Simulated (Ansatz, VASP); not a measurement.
BeTe: VASP beside Ansatz

```xyz
2
Lattice="0.0000 2.7709 2.7709 2.7709 0.0000 2.7709 2.7709 2.7709 0.0000" Properties=species:S:1:pos:R:3 pbc="T T T"
Be    0.0000    0.0000    0.0000
Te    1.3854    1.3854    1.3854
```

Alike in both runs: task single point; functional r2SCAN; k mesh 6 × 6 × 6; no spin polarisation.

```csv
,VASP,Ansatz
version,VASP 6.6.1,Ansatz 0.2.0
potentials or method,"VASP PAW PBE potentials, release 64 (Be, Te)","plane waves, PAW"
plane-wave cutoff (eV),660,500
occupations,"gaussian, width 0.01 eV",fixed
valence electrons in the cell,8,18
```

```csv
,VASP,Ansatz,Ansatz less VASP
gap on the k mesh at the Fermi level (eV),2.21,2.22,+0.009
pressure (GPa),4.4,4.2,-0.24
```

VASP's potentials were made for PBE, not for r2SCAN. VASP's potentials hold 8 valence electrons a cell and Ansatz's 18, so a difference there can come from the potentials and not from the codes.

Spin-orbit coupling is off throughout.
